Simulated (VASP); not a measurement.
Set up this calculation in VASP 6.6.1, as the native input.

| Quantity | Value |
| --- | --- |
| Task | single point |
| Functional | PBE |
| Potentials or basis | VASP PAW PBE potentials, release 64 (Hf_pv, W_sv, S) |
| Cutoff | 520 eV |
| k mesh | 4 × 4 × 4 |
| Occupations | gaussian, width 0.1 eV |
| Spin | no spin polarisation |
| Dipole correction | no |
| Further INCAR settings | ALGO = Normal; EDIFF = 1e-06; NBANDS = 31 |

The structure of Hf2WS2 lies in POSCAR:

```
Hf2WS2
1.0
    4.2298563100      0.0000000000      0.0000000000
    0.0000000000      4.2298563100      0.0000000000
    0.0000000000      0.0000000000      5.6044398400
Hf W S
2 1 2
Direct
    0.0000000000      0.5000000000      0.0000000000
    0.5000000000      0.0000000000      0.0000000000
    0.0000000000      0.0000000000      0.0000000000
    0.5000000000      0.5000000000      0.5000000000
    0.0000000000      0.0000000000      0.5000000000
```

The cell was generated, and may not be a known phase.

The input as run:

INCAR

```
SYSTEM = Hf2WS2
PREC = Accurate
ENCUT = 520
EDIFF = 1E-6
ISMEAR = 0
SIGMA = 0.1
LREAL = .False.
LASPH = .True.
NELM = 80
ALGO = Normal
ISIF = 2
LWAVE = .False.
LCHARG = .False.
GGA = PE
NBANDS = 31
```

KPOINTS

```
Automatic mesh
0
Gamma
  4 4 4
  0 0 0
```

Potentials or basis: VASP PAW PBE potentials, release 64 (Hf_pv, W_sv, S).

Launch:

```sh
$ cat potpaw_PBE.64/Hf_pv/POTCAR potpaw_PBE.64/W_sv/POTCAR potpaw_PBE.64/S/POTCAR > POTCAR
$ mpirun -np 1 vasp_std > vasp.out
```

It gave:

| Property | Result |
| --- | --- |
| Pressure | 47.0 GPa |
| Band gap on the k mesh | zero (bands 23 and 24 overlap by 1.64 eV) |

Caveat: the k points lie up to 0.37 Å⁻¹ apart, too coarse for converged energies and pressures of a metal; spin-orbit coupling is left out, which moves the levels of the heavy elements.

Wall time 24 s on 1 thread of Intel(R) Xeon(R) 6975P-C (Granite Rapids) (shared host), peak memory 0.22 GiB.
